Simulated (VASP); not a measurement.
# MgAuC4N4 (P-43m) in VASP: single point with PBE

Aim: the single point of MgAuC4N4 with PBE.

All numbers are computed with VASP 6.6.1; they aren't measurements. Logs are shortened: lines on timing, memory, paths and dates and some standing lists are left out, and cuts for length are marked.

## Step 1: The cell of the first run

It takes space group P-43m (No. 215, cubic). Conventional cell: a = 5.961 Å, b = 5.961 Å, c = 5.961 Å, α = 90.00°, β = 90.00°, γ = 90.00°. Mg (site symmetry -43m) has 4 N at 2.08 Å within 2.7 Å. C (site symmetry 3m) has 1 N at 1.17 Å within 1.6 Å. Within 2.5 Å of Au (site symmetry -43m) lie 4 C at 1.92 Å. N (site symmetry 3m) has 1 C at 1.17 Å within 1.6 Å.

## Step 2: Single point, PBE

Contents of INCAR:

```
ALGO = Normal ; EDIFF = 1E-6
ENCUT = 840 ; GGA = PE
GGA_COMPAT = F ; ISIF = 2
ISMEAR = 0 ; LASPH = T
LCHARG = T ; LELF = T
LREAL = F ; LVHAR = T
LWAVE = F ; NBANDS = 44
NELM = 120 ; PREC = Accurate
SIGMA = 0.1
```

Contents of KPOINTS:

```
k-points
0
Gamma
  4 4 4
```

Contents of POSCAR:

```
MgAuC4N4
1.0
    5.9605641800      0.0000000000      0.0000000000
    0.0000000000      5.9605641800      0.0000000000
    0.0000000000      0.0000000000      5.9605641800
Mg C Au N
1 4 1 4
Direct
    0.5000000000      0.5000000000      0.5000000000
    0.1856838400      0.1856838400      0.1856838400
    0.1856838400      0.8143161600      0.8143161600
    0.8143161600      0.1856838400      0.8143161600
    0.8143161600      0.8143161600      0.1856838400
    0.0000000000      0.0000000000      0.0000000000
    0.2990120100      0.2990120100      0.2990120100
    0.2990120100      0.7009879900      0.7009879900
    0.7009879900      0.2990120100      0.7009879900
    0.7009879900      0.7009879900      0.2990120100
```

Potentials or basis: VASP PAW PBE potentials, release 64 (Mg_sv, C, Au_sv_GW, N).

Launch:

```sh
cat potpaw_PBE.64/Mg_sv/POTCAR potpaw_PBE.64/C/POTCAR potpaw_PBE.64/Au_sv_GW/POTCAR potpaw_PBE.64/N/POTCAR > POTCAR
mpirun -np 1 vasp_std > vasp.out
```

OUTCAR:

```text
EDIFF = 1E-6
   ENCUT = 840
   GGA = PE
   ISIF = 2
   ISMEAR = 0
   LASPH = T
   LREAL = F
   NELM = 120
   PREC = Accurate

 ion  position               nearest neighbor table
   1  0.500  0.500  0.500-
   2  0.186  0.186  0.186-   7 1.17   6 1.92
   3  0.186  0.814  0.814-   8 1.17   6 1.92
   4  0.814  0.186  0.814-   9 1.17   6 1.92
   5  0.814  0.814  0.186-  10 1.17   6 1.92
   6  0.000  0.000  0.000-   2 1.92   3 1.92   4 1.92   5 1.92
   7  0.299  0.299  0.299-   2 1.17
   8  0.299  0.701  0.701-   3 1.17
   9  0.701  0.299  0.701-   4 1.17
  10  0.701  0.701  0.299-   5 1.17

  LATTYP: Found a simple cubic cell.
 ALAT       =     5.9605641800

  Lattice vectors:

 A1 = (   5.9605641800,   0.0000000000,   0.0000000000)
 A2 = (   0.0000000000,   5.9605641800,   0.0000000000)
 A3 = (   0.0000000000,   0.0000000000,   5.9605641800)

Analysis of symmetry for initial positions (statically):
=====================================================================
 Subroutine PRICEL returns:
 Original cell was already a primitive cell.

 Routine SETGRP: Setting up the symmetry group for a
 simple cubic supercell.

 Subroutine GETGRP returns: Found 24 space group operations
 (whereof 24 operations were pure point group operations)
 out of a pool of 48 trial point group operations.

The static configuration has the point symmetry T_d .

Analysis of symmetry for dynamics (positions and initial velocities):
=====================================================================
 Subroutine PRICEL returns:
 Original cell was already a primitive cell.

 Routine SETGRP: Setting up the symmetry group for a
 simple cubic supercell.

 Subroutine GETGRP returns: Found 24 space group operations
 (whereof 24 operations were pure point group operations)
 out of a pool of 48 trial point group operations.

The dynamic configuration has the point symmetry T_d .

 Subroutine INISYM returns: Found 24 space group operations
 (whereof 24 operations are pure point group operations),
 and found     1 'primitive' translations

----------------------------------------------------------------------------------------

                                     Primitive cell

  volume of cell :     211.7689

  direct lattice vectors                    reciprocal lattice vectors
     5.960564180  0.000000000  0.000000000     0.167769354  0.000000000  0.000000000
     0.000000000  5.960564180  0.000000000     0.000000000  0.167769354  0.000000000
     0.000000000  0.000000000  5.960564180     0.000000000  0.000000000  0.167769354

  length of vectors
     5.960564180  5.960564180  5.960564180     0.167769354  0.167769354  0.167769354

  position of ions in fractional coordinates (direct lattice)
     0.500000000  0.500000000  0.500000000
     0.185683840  0.185683840  0.185683840
     0.185683840  0.814316160  0.814316160
     0.814316160  0.185683840  0.814316160
     0.814316160  0.814316160  0.185683840
     0.000000000  0.000000000  0.000000000
     0.299012010  0.299012010  0.299012010
     0.299012010  0.700987990  0.700987990
     0.700987990  0.299012010  0.700987990
     0.700987990  0.700987990  0.299012010

  ion indices of the primitive-cell ions
   primitive index   ion index
                 1           1
                 2           2
                 3           3
                 4           4
                 5           5
                 6           6
                 7           7
                 8           8
                 9           9
                10          10

----------------------------------------------------------------------------------------

 KPOINTS: k-points

Automatic generation of k-mesh.
 Grid dimensions read from file:
 generate k-points for:    4    4    4

 Generating k-lattice:

  Cartesian coordinates                     Fractional coordinates (reciprocal lattice)
     0.041942338  0.000000000  0.000000000     0.250000000  0.000000000  0.000000000
     0.000000000  0.041942338  0.000000000     0.000000000  0.250000000  0.000000000
     0.000000000  0.000000000  0.041942338     0.000000000  0.000000000  0.250000000

  Length of vectors
     0.041942338  0.041942338  0.041942338

  Shift w.r.t. Gamma in fractional coordinates (k-lattice)
     0.000000000  0.000000000  0.000000000

 Subroutine IBZKPT returns following result:
 ===========================================

 Found     10 irreducible k-points:

 Following reciprocal coordinates:
            Coordinates               Weight
  0.000000  0.000000  0.000000      1.000000
  0.250000  0.000000  0.000000      6.000000
  0.500000  0.000000  0.000000      3.000000
  0.250000  0.250000  0.000000     12.000000
  0.500000  0.250000  0.000000     12.000000
  0.500000  0.500000  0.000000      3.000000
  0.250000  0.250000  0.250000      8.000000
  0.500000  0.250000  0.250000     12.000000
  0.500000  0.500000  0.250000      6.000000
  0.500000  0.500000  0.500000      1.000000
   k-points           NKPTS =     10   k-points in BZ     NKDIM =     10   number of bands    NBANDS=     44
   number of dos      NEDOS =    301   number of ions     NIONS =     10
   total plane-waves  NPLWV = 175616
   dimension x,y,z NGX =    56 NGY =   56 NGZ =   56
   dimension x,y,z NGXF=   112 NGYF=  112 NGZF=  112
   ions per type =               1   4   1   4
   NGX,Y,Z   is equivalent  to a cutoff of  15.62, 15.62, 15.62 a.u.
   NGXF,Y,Z  is equivalent  to a cutoff of  31.24, 31.24, 31.24 a.u.
 SYSTEM =  unknown system
   PREC   = accura    normal or accurate (medium, high low for compatibility)
   ISTART =      0    job   : 0-new  1-cont  2-samecut
   ICHARG =      2    charge: 1-file 2-atom 10-const
   ISPIN  =      1    spin polarized calculation?
   LNONCOLLINEAR =      F non collinear calculations
   LSORBIT =      F    spin-orbit coupling
   LASPH  =      T    aspherical Exc in radial PAW
   ENCUT  =  840.0 eV  61.74 Ry    7.86 a.u.  14.09 14.09 14.09*2*pi/ulx,y,z
   NELM   =    120;   NELMIN=  2; NELMDL= -5     # of ELM steps
   EDIFF  = 0.1E-05   stopping-criterion for ELM
   LREAL  =      F    real-space projection
   EDIFFG = 0.1E-04   stopping-criterion for IOM
   NSW    =      0    number of steps for IOM
   IBRION =     -1    ionic relax: 0-MD 1-quasi-New 2-CG
   NFREE  =      0    steps in history (QN), initial steepest desc. (CG)
   ISIF   =      2    stress and relaxation
   ISYM   =      2    0-nonsym 1-usesym 2-fastsym
   POTIM  = 0.5000    time-step for ionic-motion
   TEBEG  =    0.0;   TEEND  =   0.0 temperature during run
   PSTRESS=    0.0 pullay stress
   NELECT =      65.0000    total number of electrons
   NUPDOWN=      -1.0000    fix difference up-down
   EMIN   =  10.00;   EMAX   =-10.00  energy-range for DOS
   EFERMI =   0.00;   METHOD = LEGACY
   ISMEAR =     0;   SIGMA  =   0.10  broadening in eV -4-tet -1-fermi 0-gaus
   EFERMI_NEDOS =   21; number of points for ismear=-14 and -15
   IALGO  =     38    algorithm
   IMIX   =      4    mixing-type and parameters
     AMIX     =   0.40;   BMIX     =  1.00
     AMIX_MAG =   1.60;   BMIX_MAG =  1.00
  volume/ion in A,a.u.               =      21.18       142.91
  Fermi-wavevector in a.u.,A,eV,Ry     =   1.104312  2.086848 16.592382  1.219506
  Thomas-Fermi vector in A             =   2.240783
   LORBIT       =      0    0 simple, 1 ext, 2 COOP (PROOUT), +10 PAW based schemes
   GGA     = PE    functional components
   LHFCALC =     F    Hartree Fock is set to
   AEXX    =    0.0000 exact exchange contribution
   IVDW    =     0    specifies the selected vdW correction
   LEPSILON=     F    determine dielectric tensor
   LRPA    =     F    only Hartree local field effects (RPA)
 non-spin polarized calculation
 Gauss-broadening in eV      SIGMA  =   0.10
  energy-cutoff  :      840.00
  volume of cell :      211.77
 maximum number of plane-waves:     11756
   NGX = 29   NGY = 29   NGZ = 29

 number of electron      64.9999973 magnetization

 Free energy of the ion-electron system (eV)
  ---------------------------------------------------
  ext. energy  EPLUGINS =         0.00000000
  ---------------------------------------------------
  free energy    TOTEN  =       -70.26173914 eV

  energy without entropy =      -70.18035660  energy(sigma->0) =      -70.22104787

 E-fermi :  -1.9021     XC(G=0):  -7.0948

 val. band max:       -1.9105205800   @ k =   0.5000   0.0000   0.0000
 cond. band min:      -1.8857360402   @ k =   0.5000   0.2500   0.0000
 fundamental gap:      0.0247845398
 Fermi energy:        -1.9021254042

 k-point     1 :       0.0000    0.0000    0.0000
  band No.  band energies     occupation
      1    -108.3488      2.00000
      2     -75.4357      2.00000
      3     -59.6265      2.00000
      4     -59.6265      2.00000
      5     -59.6265      2.00000
      6     -42.1951      2.00000
[... 36 lines left out ...]
     43       7.4563      0.00000
     44       7.8592      0.00000

 k-point     2 :       0.2500    0.0000    0.0000
  band No.  band energies     occupation
      1    -108.3488      2.00000
      2     -75.4357      2.00000
      3     -59.6265      2.00000
      4     -59.6265      2.00000
      5     -59.6265      2.00000
      6     -42.1951      2.00000
[... 36 lines left out ...]
     43       6.5238      0.00000
     44       7.7481      0.00000

 k-point     3 :       0.5000    0.0000    0.0000
  band No.  band energies     occupation
      1    -108.3488      2.00000
      2     -75.4357      2.00000
      3     -59.6265      2.00000
      4     -59.6265      2.00000
      5     -59.6265      2.00000
      6     -42.1951      2.00000
[... 36 lines left out ...]
     43       5.4562      0.00000
     44       7.9880      0.00000

 k-point     4 :       0.2500    0.2500    0.0000
  band No.  band energies     occupation
      1    -108.3488      2.00000
      2     -75.4357      2.00000
      3     -59.6265      2.00000
      4     -59.6265      2.00000
      5     -59.6265      2.00000
      6     -42.1951      2.00000
[... 36 lines left out ...]
     43       6.5474      0.00000
     44       6.8043      0.00000

 k-point     5 :       0.5000    0.2500    0.0000
  band No.  band energies     occupation
      1    -108.3488      2.00000
      2     -75.4357      2.00000
      3     -59.6265      2.00000
      4     -59.6265      2.00000
      5     -59.6265      2.00000
      6     -42.1951      2.00000
[... 36 lines left out ...]
     43       5.5816      0.00000
     44       7.1309      0.00000

 k-point     6 :       0.5000    0.5000    0.0000
  band No.  band energies     occupation
      1    -108.3488      2.00000
      2     -75.4356      2.00000
      3     -59.6265      2.00000
      4     -59.6265      2.00000
      5     -59.6265      2.00000
      6     -42.1951      2.00000
[... 36 lines left out ...]
     43       6.2780      0.00000
     44       6.3832      0.00000

 k-point     7 :       0.2500    0.2500    0.2500
  band No.  band energies     occupation
      1    -108.3488      2.00000
      2     -75.4357      2.00000
      3     -59.6265      2.00000
      4     -59.6265      2.00000
      5     -59.6265      2.00000
      6     -42.1951      2.00000
[... 36 lines left out ...]
     43       6.5763      0.00000
     44       6.8338      0.00000

 k-point     8 :       0.5000    0.2500    0.2500
  band No.  band energies     occupation
      1    -108.3488      2.00000
      2     -75.4357      2.00000
      3     -59.6265      2.00000
      4     -59.6265      2.00000
      5     -59.6265      2.00000
      6     -42.1951      2.00000
[... 36 lines left out ...]
     43       5.7924      0.00000
     44       6.9201      0.00000

 k-point     9 :       0.5000    0.5000    0.2500
  band No.  band energies     occupation
      1    -108.3488      2.00000
      2     -75.4357      2.00000
      3     -59.6265      2.00000
      4     -59.6265      2.00000
      5     -59.6265      2.00000
      6     -42.1951      2.00000
[... 36 lines left out ...]
     43       6.3005      0.00000
     44       6.3905      0.00000

 k-point    10 :       0.5000    0.5000    0.5000
  band No.  band energies     occupation
      1    -108.3488      2.00000
      2     -75.4357      2.00000
      3     -59.6265      2.00000
      4     -59.6265      2.00000
      5     -59.6265      2.00000
      6     -42.1951      2.00000
[... 36 lines left out ...]
     43       6.1848      0.00000
     44       6.1848      0.00000

------------------------ aborting loop because EDIFF is reached ----------------------------------------

  FORCE on cell =-STRESS in cart. coord.  units (eV):
  Direction    XX          YY          ZZ          XY          YZ          ZX
  --------------------------------------------------------------------------------------
  -------------------------------------------------------------------------------------
  Total        7.6342028      7.6342028      7.6342028      0.0000000      0.0000000      0.0000000
  in kB       57.7580030     57.7580030     57.7580030      0.0000000      0.0000000      0.0000000
  external PRESSURE =      57.7580030 kB  Pullay stress =       0.0000000 kB

 VOLUME and BASIS-vectors are now :
 -----------------------------------------------------------------------------
  energy-cutoff  :      840.00
  volume of cell :      211.77
      direct lattice vectors                 reciprocal lattice vectors
     5.960564180  0.000000000  0.000000000     0.167769354  0.000000000  0.000000000
     0.000000000  5.960564180  0.000000000     0.000000000  0.167769354  0.000000000
     0.000000000  0.000000000  5.960564180     0.000000000  0.000000000  0.167769354

 POSITION                                       TOTAL-FORCE (eV/Angst)
 -----------------------------------------------------------------------------------
      2.98028      2.98028      2.98028         0.000000     -0.000000     -0.000000
      1.10678      1.10678      1.10678         1.414885      1.414885      1.414885
      1.10678      4.85378      4.85378         1.414885     -1.414885     -1.414885
      4.85378      1.10678      4.85378        -1.414885      1.414885     -1.414885
      4.85378      4.85378      1.10678        -1.414885     -1.414885      1.414885
      0.00000      0.00000      0.00000         0.000000     -0.000000     -0.000000
      1.78228      1.78228      1.78228         0.449564      0.449564      0.449564
      1.78228      4.17828      4.17828         0.449564     -0.449564     -0.449564
      4.17828      1.78228      4.17828        -0.449564      0.449564     -0.449564
      4.17828      4.17828      1.78228        -0.449564     -0.449564      0.449564
 -----------------------------------------------------------------------------------
    total drift:                                0.000000      0.000000      0.000000

  FREE ENERGIE OF THE ION-ELECTRON SYSTEM (eV)
  ---------------------------------------------------
  free  energy   TOTEN  =       -70.2617391363 eV

  energy  without entropy=      -70.1803565956  energy(sigma->0) =      -70.22104787
```

Wall time 2.5 min (1 thread of Intel Xeon 6975P-C (Granite Rapids), shared host); peak memory 0.56 GiB.

Results:

- Free energy: -70.2617 eV
- Pressure: 5.8 GPa
- Largest force: 2.451 eV/Å
- Band gap on the k mesh: zero (an odd number of electrons rules out a gap without spin polarisation)

Forces on the atoms (eV/Å):
```
Mg   0.000  0.000  0.000
C    1.415  1.415  1.415
C    1.415 -1.415 -1.415
C   -1.415  1.415 -1.415
C   -1.415 -1.415  1.415
Au   0.000  0.000  0.000
N    0.450  0.450  0.450
N    0.450 -0.450 -0.450
N   -0.450  0.450 -0.450
N   -0.450 -0.450  0.450
```

Caveat: the cell stands under pressure; spin-orbit coupling is left out, which moves the levels of the heavy elements; an odd number of electrons without spin polarisation forces a metal; a magnetic or distorted state may lie lower.

The gap in the log of VASP goes by the Fermi energy; the results here count the filled bands.